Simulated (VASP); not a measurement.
# Au (P6_3/mmc) in VASP: a series of runs

Au is run at these levels: LDA; tasks: single point.

All numbers are computed with VASP 6.6.1; they aren't measurements. Logs are shortened: lines on timing, memory, paths and dates and some standing lists are left out, and cuts for length are marked.

### 1 The cell of the first run

It takes space group P6_3/mmc (No. 194, hexagonal). Conventional cell: a = 2.854 Å, b = 2.854 Å, c = 4.800 Å, α = 90.00°, β = 90.00°, γ = 120.00°. Au (site symmetry -6m2) has 12 Au at 2.85 to 2.91 Å within 3.8 Å.

### 2 Single point, LDA (volume scaled by 1.02, then relaxed in part)

Contents of INCAR:

```
  PREC = Accurate
  ENCUT = 520
  EDIFF = 1E-7
  ISMEAR = -1
  SIGMA = 0.15
  LREAL = F
  LASPH = T
  NELM = 100
  ALGO = Fast
  ISIF = 2
  LWAVE = F
  LCHARG = F
  GGA = CA
  NBANDS = 18
```

Contents of KPOINTS:

```
Automatic mesh
0
Gamma
  18 18 10
```

Contents of POSCAR:

```
Au
1.0
    2.8536492012      0.0000000000      0.0000000000
   -1.4268246006      2.4713327018      0.0000000000
    0.0000000000      0.0000000000      4.8004909313
Au
2
Direct
    0.3333333333      0.6666666667      0.7500000000
    0.6666666667      0.3333333333      0.2500000000
```

Potentials or basis: VASP PAW LDA potentials, release 64 (Au).

The run is started by

```sh
> cat potpaw_LDA.64/Au/POTCAR > POTCAR
> mpirun -np 1 vasp_std > vasp.out
```

OUTCAR:

```text
PREC = Accurate
   ENCUT = 520
   EDIFF = 1E-7
   ISMEAR = -1
   LREAL = F
   LASPH = T
   NELM = 100
   ISIF = 2
   GGA = CA

 ion  position               nearest neighbor table
   1  0.333  0.667  0.750-   2 2.91   2 2.91   2 2.91   2 2.91   2 2.91   2 2.91
   2  0.667  0.333  0.250-   1 2.91   1 2.91   1 2.91   1 2.91   1 2.91   1 2.91

  LATTYP: Found a hexagonal cell.
 ALAT       =     2.8536492012
 C/A-ratio  =     1.6822288210

  Lattice vectors:

 A1 = (   2.8536492012,   0.0000000000,   0.0000000000)
 A2 = (  -1.4268246006,   2.4713327018,   0.0000000000)
 A3 = (   0.0000000000,   0.0000000000,   4.8004909313)

Analysis of symmetry for initial positions (statically):
=====================================================================
 Subroutine PRICEL returns:
 Original cell was already a primitive cell.

 Routine SETGRP: Setting up the symmetry group for a
 hexagonal supercell.

 Subroutine GETGRP returns: Found 24 space group operations
 (whereof 12 operations were pure point group operations)
 out of a pool of 24 trial point group operations.

The static configuration has the point symmetry D_3d.
 The point group associated with its full space group is D_6h.

Analysis of symmetry for dynamics (positions and initial velocities):
=====================================================================
 Subroutine PRICEL returns:
 Original cell was already a primitive cell.

 Routine SETGRP: Setting up the symmetry group for a
 hexagonal supercell.

 Subroutine GETGRP returns: Found 24 space group operations
 (whereof 12 operations were pure point group operations)
 out of a pool of 24 trial point group operations.

The dynamic configuration has the point symmetry D_3d.
 The point group associated with its full space group is D_6h.

 Subroutine INISYM returns: Found 24 space group operations
 (whereof 12 operations are pure point group operations),
 and found     1 'primitive' translations

----------------------------------------------------------------------------------------

                                     Primitive cell

  volume of cell :      33.8546

  direct lattice vectors                    reciprocal lattice vectors
     2.853649201  0.000000000  0.000000000     0.350428497  0.202319987  0.000000000
    -1.426824601  2.471332702  0.000000000     0.000000000  0.404639974  0.000000000
     0.000000000  0.000000000  4.800490931     0.000000000  0.000000000  0.208312028

  length of vectors
     2.853649201  2.853649201  4.800490931     0.404639974  0.404639974  0.208312028

  position of ions in fractional coordinates (direct lattice)
     0.333333333  0.666666667  0.750000000
     0.666666667  0.333333333  0.250000000

  ion indices of the primitive-cell ions
   primitive index   ion index
                 1           1
                 2           2

----------------------------------------------------------------------------------------

 KPOINTS: Automatic mesh

Automatic generation of k-mesh.
 Grid dimensions read from file:
 generate k-points for:   18   18   10

 Generating k-lattice:

  Cartesian coordinates                     Fractional coordinates (reciprocal lattice)
     0.019468250  0.011239999  0.000000000     0.055555556  0.000000000  0.000000000
     0.000000000  0.022479999  0.000000000     0.000000000  0.055555556  0.000000000
     0.000000000  0.000000000  0.020831203     0.000000000  0.000000000  0.100000000

  Length of vectors
     0.022479999  0.022479999  0.020831203

  Shift w.r.t. Gamma in fractional coordinates (k-lattice)
     0.000000000  0.000000000  0.000000000

 Subroutine IBZKPT returns following result:
 ===========================================

 Found    222 irreducible k-points:

 Following reciprocal coordinates:
            Coordinates               Weight
  0.000000  0.000000  0.000000      1.000000
  0.055556  0.000000  0.000000      6.000000
  0.111111  0.000000  0.000000      6.000000
  0.166667  0.000000  0.000000      6.000000
  0.222222  0.000000  0.000000      6.000000
  0.277778  0.000000  0.000000      6.000000
[... 16 lines left out ...]
  0.333333  0.111111  0.000000     12.000000
  0.388889  0.111111  0.000000     12.000000
 [... further k-points ...]
   k-points           NKPTS =    222   k-points in BZ     NKDIM =    222   number of bands    NBANDS=     18
   number of dos      NEDOS =    301   number of ions     NIONS =      2
   total plane-waves  NPLWV =  20736
   dimension x,y,z NGX =    24 NGY =   24 NGZ =   36
   dimension x,y,z NGXF=    48 NGYF=   48 NGZF=   72
   ions per type =               2
   NGX,Y,Z   is equivalent  to a cutoff of  13.98, 13.98, 12.47 a.u.
   NGXF,Y,Z  is equivalent  to a cutoff of  27.96, 27.96, 24.93 a.u.
 SYSTEM =  unknown system
   PREC   = accura    normal or accurate (medium, high low for compatibility)
   ISTART =      0    job   : 0-new  1-cont  2-samecut
   ICHARG =      2    charge: 1-file 2-atom 10-const
   ISPIN  =      1    spin polarized calculation?
   LNONCOLLINEAR =      F non collinear calculations
   LSORBIT =      F    spin-orbit coupling
   LASPH  =      T    aspherical Exc in radial PAW
   ENCUT  =  520.0 eV  38.22 Ry    6.18 a.u.   5.31  5.31  8.93*2*pi/ulx,y,z
   NELM   =    100;   NELMIN=  2; NELMDL= -5     # of ELM steps
   EDIFF  = 0.1E-06   stopping-criterion for ELM
   LREAL  =      F    real-space projection
   EDIFFG = 0.1E-05   stopping-criterion for IOM
   NSW    =      0    number of steps for IOM
   IBRION =     -1    ionic relax: 0-MD 1-quasi-New 2-CG
   NFREE  =      0    steps in history (QN), initial steepest desc. (CG)
   ISIF   =      2    stress and relaxation
   ISYM   =      2    0-nonsym 1-usesym 2-fastsym
   POTIM  = 0.5000    time-step for ionic-motion
   TEBEG  =    0.0;   TEEND  =   0.0 temperature during run
   PSTRESS=    0.0 pullay stress
   NELECT =      22.0000    total number of electrons
   NUPDOWN=      -1.0000    fix difference up-down
   EMIN   =  10.00;   EMAX   =-10.00  energy-range for DOS
   EFERMI =   0.00;   METHOD = LEGACY
   ISMEAR =    -1;   SIGMA  =   0.15  broadening in eV -4-tet -1-fermi 0-gaus
   EFERMI_NEDOS =   21; number of points for ismear=-14 and -15
   IALGO  =     68    algorithm
   IMIX   =      4    mixing-type and parameters
     AMIX     =   0.40;   BMIX     =  1.00
     AMIX_MAG =   1.60;   BMIX_MAG =  1.00
  volume/ion in A,a.u.               =      16.93       114.23
  Fermi-wavevector in a.u.,A,eV,Ry     =   1.418001  2.679634 27.357604  2.010727
  Thomas-Fermi vector in A             =   2.539172
   LORBIT       =      0    0 simple, 1 ext, 2 COOP (PROOUT), +10 PAW based schemes
   GGA     = CA    functional components
   LHFCALC =     F    Hartree Fock is set to
   AEXX    =    0.0000 exact exchange contribution
   IVDW    =     0    specifies the selected vdW correction
   LEPSILON=     F    determine dielectric tensor
   LRPA    =     F    only Hartree local field effects (RPA)
 non-spin polarized calculation
 RMM-DIIS sequential band-by-band and
  energy-cutoff  :      520.00
  volume of cell :       33.85
 maximum number of plane-waves:       930
 NGX is ok and might be reduce to    24
   NGX = 11   NGY = 11   NGZ = 17

 number of electron      22.0000002 magnetization

 Free energy of the ion-electron system (eV)
  ---------------------------------------------------
  ext. energy  EPLUGINS =         0.00000000
  ---------------------------------------------------
  free energy    TOTEN  =        -8.89172827 eV

  energy without entropy =       -8.84476651  energy(sigma->0) =       -8.86824739

 E-fermi :   9.3656     XC(G=0): -13.0220

 val. band max:        9.3601767846   @ k =   0.4444   0.0556   0.2000
 cond. band min:       9.3776236741   @ k =   0.2778   0.2222   0.2000
 fundamental gap:      0.0174468895
 Fermi energy:         9.3656041776

 k-point     1 :       0.0000    0.0000    0.0000
  band No.  band energies     occupation
      1      -0.5885      2.00000
      2       1.8831      2.00000
      3       4.4545      2.00000
      4       4.7529      2.00000
      5       4.7529      2.00000
      6       5.0692      2.00000
[... 10 lines left out ...]
     17      27.9094      0.00000
     18      27.9094      0.00000

 k-point     2 :       0.0556    0.0000    0.0000
  band No.  band energies     occupation
      1      -0.4892      2.00000
      2       1.9667      2.00000
      3       4.4226      2.00000
      4       4.7770      2.00000
      5       4.8201      2.00000
      6       5.0320      2.00000
[... 10 lines left out ...]
     17      27.3555      0.00000
     18      27.3908      0.00000

 k-point     3 :       0.1111    0.0000    0.0000
  band No.  band energies     occupation
      1      -0.1976      2.00000
      2       2.2019      2.00000
      3       4.3167      2.00000
      4       4.8363      2.00000
      5       4.9765      2.00000
      6       5.0182      2.00000
[... 10 lines left out ...]
     17      26.2151      0.00000
     18      27.3445      0.00000

 k-point     4 :       0.1667    0.0000    0.0000
  band No.  band energies     occupation
      1       0.2644      2.00000
      2       2.5287      2.00000
      3       4.1851      2.00000
      4       4.7302      2.00000
      5       4.9310      2.00000
      6       5.1607      2.00000
[... 10 lines left out ...]
     17      25.9481      0.00000
     18      26.7833      0.00000

 k-point     5 :       0.2222    0.0000    0.0000
  band No.  band energies     occupation
      1       0.8504      2.00000
      2       2.8010      2.00000
      3       4.1660      2.00000
      4       4.3740      2.00000
      5       4.5993      2.00000
      6       5.3158      2.00000
[... 10 lines left out ...]
     17      26.2248      0.00000
     18      26.5770      0.00000

 k-point     6 :       0.2778    0.0000    0.0000
  band No.  band energies     occupation
      1       1.4712      2.00000
      2       2.8482      2.00000
      3       3.8851      2.00000
      4       4.3609      2.00000
      5       4.5944      2.00000
      6       5.1464      2.00000
[... 10 lines left out ...]
     17      24.6498      0.00000
     18      26.1724      0.00000

 k-point     7 :       0.3333    0.0000    0.0000
  band No.  band energies     occupation
      1       1.9859      2.00000
      2       2.7326      2.00000
      3       3.4929      2.00000
      4       4.5716      2.00000
      5       4.8905      2.00000
      6       4.9986      2.00000
[... 10 lines left out ...]
     17      23.1725      0.00000
     18      25.4359      0.00000

 k-point     8 :       0.3889    0.0000    0.0000
  band No.  band energies     occupation
      1       2.2834      2.00000
      2       2.5917      2.00000
      3       3.2081      2.00000
      4       4.8513      2.00000
      5       4.8847      2.00000
      6       5.0482      2.00000
[... 10 lines left out ...]
     17      22.2309      0.00000
     18      24.7893      0.00000
[... 229 lines left out ...]
     17      26.3281      0.00000
     18      26.9545      0.00000

 k-point    20 :       0.1667    0.1111    0.0000
  band No.  band energies     occupation
      1       1.1121      2.00000
      2       3.0378      2.00000
      3       3.9209      2.00000
      4       4.2674      2.00000
      5       4.6388      2.00000
      6       5.0001      2.00000
[... 10 lines left out ...]
     17      26.4970      0.00000
     18      26.8634      0.00000

 k-point    21 :       0.2222    0.1111    0.0000
  band No.  band energies     occupation
      1       1.7365      2.00000
      2       3.1134      2.00000
      3       3.8379      2.00000
      4       4.0223      2.00000
      5       4.6459      2.00000
      6       4.8461      2.00000
[... 10 lines left out ...]
     17      24.9620      0.00000
     18      25.8987      0.00000

 k-point    22 :       0.2778    0.1111    0.0000
  band No.  band energies     occupation
      1       2.2666      2.00000
      2       2.9837      2.00000
      3       3.4875      2.00000
      4       4.3091      2.00000
      5       4.7412      2.00000
      6       4.8296      2.00000
[... 10 lines left out ...]
     17      23.3405      0.00000
     18      25.0798      0.00000

 k-point    23 :       0.3333    0.1111    0.0000
  band No.  band energies     occupation
      1       2.5710      2.00000
      2       2.8324      2.00000
      3       3.2305      2.00000
      4       4.6894      2.00000
      5       4.6936      2.00000
      6       5.0868      2.00000
[... 10 lines left out ...]
     17      22.4238      0.00000
     18      24.4315      0.00000

 k-point    24 :       0.3889    0.1111    0.0000
  band No.  band energies     occupation
      1       2.6771      2.00000
      2       2.7337      2.00000
      3       3.0740      2.00000
      4       4.6865      2.00000
      5       4.9690      2.00000
      6       5.0676      2.00000
[... 10 lines left out ...]
     17      21.6210      0.00000
     18      24.0454      0.00000

 [... further k-points ...]

------------------------ aborting loop because EDIFF is reached ----------------------------------------

  FORCE on cell =-STRESS in cart. coord.  units (eV):
  Direction    XX          YY          ZZ          XY          YZ          ZX
  --------------------------------------------------------------------------------------
  -------------------------------------------------------------------------------------
  Total       -0.6444710     -0.6444710     -0.6826163      0.0000000     -0.0000000      0.0000000
  in kB      -30.4997647    -30.4997647    -32.3050033      0.0000000     -0.0000000      0.0000000
  external PRESSURE =     -31.1015109 kB  Pullay stress =       0.0000000 kB

 VOLUME and BASIS-vectors are now :
 -----------------------------------------------------------------------------
  energy-cutoff  :      520.00
  volume of cell :       33.85
      direct lattice vectors                 reciprocal lattice vectors
     2.853649201  0.000000000  0.000000000     0.350428497  0.202319987  0.000000000
    -1.426824601  2.471332702  0.000000000     0.000000000  0.404639974  0.000000000
     0.000000000  0.000000000  4.800490931     0.000000000  0.000000000  0.208312028

 POSITION                                       TOTAL-FORCE (eV/Angst)
 -----------------------------------------------------------------------------------
     -0.00000      1.64756      3.60037         0.000000     -0.000000      0.000000
      1.42682      0.82378      1.20012        -0.000000      0.000000      0.000000
 -----------------------------------------------------------------------------------
    total drift:                               -0.000000      0.000000     -0.000000

  FREE ENERGIE OF THE ION-ELECTRON SYSTEM (eV)
  ---------------------------------------------------
  free  energy   TOTEN  =        -8.8917282710 eV

  energy  without entropy=       -8.8447665100  energy(sigma->0) =       -8.86824739
```

It took 88 s on 1 thread of Intel Xeon Platinum 8488C (Sapphire Rapids), shared host; peak memory 0.22 GiB.

What came out:

| Property | Result |
| --- | --- |
| Free energy | -8.8917 eV |
| Pressure | -3.1 GPa |
| Band gap on the k mesh | zero (band 11 reaches 13.70 eV, above the bottom of band 12 at 6.72 eV) |

Caveat: the cell differs from its parent crystal (volume scaled by 1.02, then relaxed in part); spin-orbit coupling is left out, which moves the levels of the heavy elements.

### 3 Single point, LDA

This run uses another cell than the first one, of 15.98 Å³/atom, 0.944 times its volume.

Contents of INCAR:

```
PREC = Accurate
ENCUT = 520
EDIFF = 1E-6
ISMEAR = -1
SIGMA = 0.15
LREAL = F
LASPH = T
NELM = 60
ALGO = Normal
ISIF = 2
LWAVE = F
LCHARG = F
NBANDS = 18
```

Contents of KPOINTS:

```
regular mesh
0
Gamma
  18 18 10
```

Contents of POSCAR:

```
Au
1.0
    2.8045081355      0.0000000000      0.0000000000
   -1.4022540677      2.4287752905      0.0000000000
    0.0000000000      0.0000000000      4.6931233054
Au
2
Direct
    0.3333333333      0.6666666667      0.7500000000
    0.6666666667      0.3333333333      0.2500000000
```

Potentials or basis: VASP PAW LDA potentials, release 64 (Au).

The run is started by

```sh
> cat potpaw_LDA.64/Au/POTCAR > POTCAR
> mpirun -np 1 vasp_std > vasp.out
```

Wall time 72 s (1 thread of Intel Xeon Platinum 8488C (Sapphire Rapids), shared host); peak memory 0.22 GiB.

Results (log left out):

| Quantity | Value |
| --- | --- |
| Free energy | -8.8625 eV |
| Pressure | 8.6 GPa |
| Band gap on the k mesh | zero (band 11 reaches 15.03 eV, above the bottom of band 12 at 7.62 eV) |

Stress tensor (GPa, compression positive):
```
8.63 0.00 0.00
0.00 8.63 0.00
0.00 0.00 8.45
```

Levels at points of the mesh, in eV from the Fermi level:
| k point | band 8 | band 9 | band 10 | band 11 | band 12 | band 13 | band 14 | band 15 |
| --- | --- | --- | --- | --- | --- | --- | --- | --- |
| (0.00, 0.00, 0.00) | -3.81 | -3.81 | -2.25 | -2.25 | -1.47 | 3.06 | 14.49 | 15.75 |
| (0.50, 0.00, 0.00) | -1.96 | -1.90 | -1.69 | 0.38 | 1.73 | 5.94 | 7.53 | 7.86 |
| (0.00, 0.00, 0.50) | -4.99 | -2.77 | -2.77 | -2.77 | -2.77 | 11.14 | 11.14 | 14.83 |
| (0.50, 0.00, 0.50) | -2.57 | -1.78 | -1.78 | 0.30 | 0.30 | 4.34 | 4.34 | 13.52 |

Caveat: spin-orbit coupling is left out, which moves the levels of the heavy elements.

### 4 Single point, LDA (volume scaled by 0.98, then relaxed in part)

Contents of INCAR:

```
  PREC = Accurate
  ENCUT = 520
  EDIFF = 1E-6
  ISMEAR = -1
  SIGMA = 0.15
  LREAL = F
  LASPH = T
  NELM = 60
  ALGO = Normal
  ISIF = 2
  LWAVE = F
  LCHARG = T
  GGA = CA
  LELF = T
  LVHAR = T
  NBANDS = 18
```

Contents of KPOINTS:

```
Automatic mesh
0
Gamma
  18 18 10
```

Contents of POSCAR:

```
Au
1.0
    2.8196224443      0.0000000000      0.0000000000
   -1.4098112221      2.4418646658      0.0000000000
    0.0000000000      0.0000000000      4.7242275537
Au
2
Direct
    0.3333333333      0.6666666667      0.7500000000
    0.6666666667      0.3333333333      0.2500000000
```

The run is started by

```sh
> cat potpaw_LDA.64/Au/POTCAR > POTCAR
> mpirun -np 1 vasp_std > vasp.out
```

Run time: 76 s. Hardware: 1 thread of Intel Xeon Platinum 8488C (Sapphire Rapids), shared host; peak memory 0.22 GiB.

Results (log left out):

```yaml
Free_energy: -8.8859 eV
Pressure: 4.6 GPa
Band_gap_on_the_k_mesh: zero (band 11 reaches 14.62 eV, above the bottom of band 12 at 7.34 eV)
```

Stress tensor (GPa, compression positive):
```
4.69 0.00 0.00
0.00 4.69 0.00
0.00 0.00 4.51
```

Levels at points of the mesh, in eV from the Fermi level:
| k point | band 9 | band 10 | band 11 | band 12 | band 13 | band 14 |
| --- | --- | --- | --- | --- | --- | --- |
| (0.00, 0.00, 0.00) | -3.74 | -2.23 | -2.23 | -1.39 | 2.95 | 14.52 |
| (0.50, 0.00, 0.00) | -1.89 | -1.68 | 0.38 | 1.70 | 5.88 | 7.46 |
| (0.00, 0.00, 0.50) | -2.73 | -2.73 | -2.73 | -2.73 | 11.00 | 11.00 |
| (0.50, 0.00, 0.50) | -1.76 | -1.76 | 0.34 | 0.34 | 4.24 | 4.24 |

Caveat: the cell differs from its parent crystal (volume scaled by 0.98, then relaxed in part); spin-orbit coupling is left out, which moves the levels of the heavy elements.

### 5 The runs side by side

```csv
cell,gap on the mesh (eV),pressure (GPa)
"a = 2.854, b = 2.854, c = 4.800 Å, angles 90.0, 90.0, 120.0°, 2 atoms",none,-3.1
"a = 2.805, b = 2.805, c = 4.693 Å, angles 90.0, 90.0, 120.0°, 2 atoms",none,8.6
"a = 2.820, b = 2.820, c = 4.724 Å, angles 90.0, 90.0, 120.0°, 2 atoms",none,4.6
```

Alike in all rows: task single point; level LDA; potentials or basis VASP PAW LDA potentials, release 64 (Au); no spin polarisation; k mesh 18 × 18 × 10; cutoff (eV) 520; smearing fermi-dirac 0.15 eV.

Caveats: spin-orbit coupling is left out, which moves the levels of the heavy elements.

Total energies depend on the potentials used, so only differences within one code and one set of settings carry meaning.
